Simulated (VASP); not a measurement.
# Y (P6_3/mmc) in VASP: a series of runs

Runs on Y. Level: PBEsol. Tasks: single point.

All numbers are computed with VASP 6.6.1; they aren't measurements. Logs are shortened: lines on timing, memory, paths and dates and some standing lists are left out, and cuts for length are marked.

## 1. The cell of the first run

Symmetry: P6_3/mmc, No. 194, hexagonal system. Conventional cell: a = 3.651 Å, b = 3.651 Å, c = 5.891 Å, α = 90.00°, β = 90.00°, γ = 120.00°. Within 4.8 Å of Y (site symmetry -6m2) lie 12 Y at 3.62 to 3.65 Å.

## 2. Single point, PBEsol (strain +0.000 along x and y, +0.025 along z)

INCAR

```
SYSTEM = Y
ALGO     = Fast           ! electronic algorithm
EDIFF    = 1E-7           ! SCF threshold, eV
ENCUT    = 520            ! plane-wave cutoff, eV
GGA      = PS             ! functional
ISIF     = 2              ! what is computed and relaxed
ISMEAR   = 0              ! smearing method
LASPH    = .True.         ! aspherical terms in the spheres
LCHARG   = .False.        ! write CHGCAR
LREAL    = .False.        ! projectors in reciprocal space
LWAVE    = .False.        ! write WAVECAR
NBANDS   = 18             ! bands
NELM     = 80             ! most SCF steps
PREC     = Accurate       ! precision mode
SIGMA    = 0.15           ! smearing width, eV
```

KPOINTS

```
k-points
0
Gamma
  18 18 8
  0 0 0
```

POSCAR

```
Y
1.0
    3.6514992371      0.0000000000      0.0000000000
   -1.8257496185      3.1622911012      0.0000000000
    0.0000000000      0.0000000000      5.8910850000
Y
2
Direct
    0.3333333333      0.6666666667      0.2500000000
    0.6666666667      0.3333333333      0.7500000000
```

Potentials or basis: VASP PAW PBE potentials, release 64 (Y_sv).

On the command line:

```sh
cat potpaw_PBE.64/Y_sv/POTCAR > POTCAR
mpirun -np 1 vasp_std > vasp.out
```

OUTCAR:

```text
SYSTEM = Y
   EDIFF = 1E-7
   ENCUT = 520
   GGA = PS
   ISIF = 2
   ISMEAR = 0
   LASPH = .True.
   LREAL = .False.
   NELM = 80
   PREC = Accurate

 ion  position               nearest neighbor table
   1  0.333  0.667  0.250-   2 3.62   2 3.62   2 3.62   2 3.62   2 3.62   2 3.62
   2  0.667  0.333  0.750-   1 3.62   1 3.62   1 3.62   1 3.62   1 3.62   1 3.62

  LATTYP: Found a hexagonal cell.
 ALAT       =     3.6514992371
 C/A-ratio  =     1.6133332140

  Lattice vectors:

 A1 = (   3.6514992371,   0.0000000000,   0.0000000000)
 A2 = (  -1.8257496185,   3.1622911012,   0.0000000000)
 A3 = (   0.0000000000,   0.0000000000,   5.8910850000)

Analysis of symmetry for initial positions (statically):
=====================================================================
 Subroutine PRICEL returns:
 Original cell was already a primitive cell.

 Routine SETGRP: Setting up the symmetry group for a
 hexagonal supercell.

 Subroutine GETGRP returns: Found 24 space group operations
 (whereof 12 operations were pure point group operations)
 out of a pool of 24 trial point group operations.

The static configuration has the point symmetry D_3d.
 The point group associated with its full space group is D_6h.

Analysis of symmetry for dynamics (positions and initial velocities):
=====================================================================
 Subroutine PRICEL returns:
 Original cell was already a primitive cell.

 Routine SETGRP: Setting up the symmetry group for a
 hexagonal supercell.

 Subroutine GETGRP returns: Found 24 space group operations
 (whereof 12 operations were pure point group operations)
 out of a pool of 24 trial point group operations.

The dynamic configuration has the point symmetry D_3d.
 The point group associated with its full space group is D_6h.

 Subroutine INISYM returns: Found 24 space group operations
 (whereof 12 operations are pure point group operations),
 and found     1 'primitive' translations

----------------------------------------------------------------------------------------

                                     Primitive cell

  volume of cell :      68.0250

  direct lattice vectors                    reciprocal lattice vectors
     3.651499237  0.000000000  0.000000000     0.273860115  0.158113211  0.000000000
    -1.825749618  3.162291101  0.000000000     0.000000000  0.316226422  0.000000000
     0.000000000  0.000000000  5.891085000     0.000000000  0.000000000  0.169748018

  length of vectors
[... 77 lines left out ...]
   LNONCOLLINEAR =      F non collinear calculations
   LSORBIT =      F    spin-orbit coupling
   LASPH  =      T    aspherical Exc in radial PAW
   ENCUT  =  520.0 eV  38.22 Ry    6.18 a.u.   6.79  6.79 10.95*2*pi/ulx,y,z
   NELM   =     80;   NELMIN=  2; NELMDL= -5     # of ELM steps
   EDIFF  = 0.1E-06   stopping-criterion for ELM
   LREAL  =      F    real-space projection
   EDIFFG = 0.1E-05   stopping-criterion for IOM
   NSW    =      0    number of steps for IOM
   IBRION =     -1    ionic relax: 0-MD 1-quasi-New 2-CG
   NFREE  =      0    steps in history (QN), initial steepest desc. (CG)
   ISIF   =      2    stress and relaxation
   ISYM   =      2    0-nonsym 1-usesym 2-fastsym
   POTIM  = 0.5000    time-step for ionic-motion
   TEBEG  =    0.0;   TEEND  =   0.0 temperature during run
   PSTRESS=    0.0 pullay stress
   NELECT =      22.0000    total number of electrons
   NUPDOWN=      -1.0000    fix difference up-down
   EMIN   =  10.00;   EMAX   =-10.00  energy-range for DOS
   EFERMI =   0.00;   METHOD = LEGACY
   ISMEAR =     0;   SIGMA  =   0.15  broadening in eV -4-tet -1-fermi 0-gaus
   EFERMI_NEDOS =   21; number of points for ismear=-14 and -15
   IALGO  =     68    algorithm
   IMIX   =      4    mixing-type and parameters
     AMIX     =   0.40;   BMIX     =  1.00
     AMIX_MAG =   1.60;   BMIX_MAG =  1.00
  volume/ion in A,a.u.               =      34.01       229.53
  Fermi-wavevector in a.u.,A,eV,Ry     =   1.123724  2.123530 17.180830  1.262755
  Thomas-Fermi vector in A             =   2.260392
   LORBIT       =      0    0 simple, 1 ext, 2 COOP (PROOUT), +10 PAW based schemes
   GGA     = PS    functional components
   LHFCALC =     F    Hartree Fock is set to
   AEXX    =    0.0000 exact exchange contribution
   IVDW    =     0    specifies the selected vdW correction
   LEPSILON=     F    determine dielectric tensor
   LRPA    =     F    only Hartree local field effects (RPA)
 non-spin polarized calculation
 RMM-DIIS sequential band-by-band and
 Gauss-broadening in eV      SIGMA  =   0.15
  energy-cutoff  :      520.00
  volume of cell :       68.02
 maximum number of plane-waves:      1854
 NGX is ok and might be reduce to    28
   NGX = 13   NGY = 13   NGZ = 21

 number of electron      22.0000001 magnetization

 Free energy of the ion-electron system (eV)
  ---------------------------------------------------
  ext. energy  EPLUGINS =         0.00000000
  ---------------------------------------------------
  free energy    TOTEN  =       -13.59193350 eV

  energy without entropy =      -13.54282290  energy(sigma->0) =      -13.56737820

 E-fermi :   2.7276     XC(G=0):  -9.3986

 val. band max:        2.7193891415   @ k =   0.3333   0.1111   0.1250
 cond. band min:       2.7339644269   @ k =   0.1667   0.1667   0.3750
 fundamental gap:      0.0145752854
 Fermi energy:         2.7275722960

 k-point     1 :       0.0000    0.0000    0.0000
  band No.  band energies     occupation
      1     -39.9638      2.00000
      2     -39.9070      2.00000
      3     -20.2033      2.00000
      4     -19.7790      2.00000
      5     -19.7790      2.00000
      6     -19.7092      2.00000
[... 481 lines left out ...]
      5     -19.9835      2.00000
      6     -19.9072      2.00000
[... 10 lines left out ...]
     17       7.4712      0.00000
     18       7.7545      0.00000

 [... further k-points ...]
[... 5 lines left out ...]
  --------------------------------------------------------------------------------------
  -------------------------------------------------------------------------------------
  Total       -1.0732264     -1.0732264     -1.8948376     -0.0000000      0.0000000      0.0000000
  in kB      -25.2774688    -25.2774688    -44.6286996     -0.0000000      0.0000000      0.0000000
  external PRESSURE =     -31.7278790 kB  Pullay stress =       0.0000000 kB

 VOLUME and BASIS-vectors are now :
 -----------------------------------------------------------------------------
  energy-cutoff  :      520.00
  volume of cell :       68.02
      direct lattice vectors                 reciprocal lattice vectors
     3.651499237  0.000000000  0.000000000     0.273860115  0.158113211  0.000000000
    -1.825749618  3.162291101  0.000000000     0.000000000  0.316226422  0.000000000
     0.000000000  0.000000000  5.891085000     0.000000000  0.000000000  0.169748018

 POSITION                                       TOTAL-FORCE (eV/Angst)
 -----------------------------------------------------------------------------------
     -0.00000      2.10819      1.47277         0.000000     -0.000000      0.000000
      1.82575      1.05410      4.41831        -0.000000      0.000000      0.000000
 -----------------------------------------------------------------------------------
    total drift:                                0.000000     -0.000000      0.000000

  FREE ENERGIE OF THE ION-ELECTRON SYSTEM (eV)
  ---------------------------------------------------
  free  energy   TOTEN  =       -13.5919334968 eV

  energy  without entropy=      -13.5428228972  energy(sigma->0) =      -13.56737820
```

Run time: 12 min. Hardware: 1 thread of Oxide Virtual Turin-like, shared host; peak memory 0.32 GiB.

What came out:

* Free energy: -13.5919 eV
* Pressure: -3.2 GPa
* Band gap on the k mesh: zero (bands 11 and 12 overlap by 1.25 eV)

Stress tensor (GPa, compression positive):
```
-2.53  0.00  0.00
 0.00 -2.53  0.00
 0.00  0.00 -4.46
```

Caveat: the cell differs from its parent crystal (strain +0.000 along x and y, +0.025 along z); the cell stands under tension; the PAW data sets were made with another functional, which shifts forces and pressure a little.

(Part 1 of 2 ends here.)
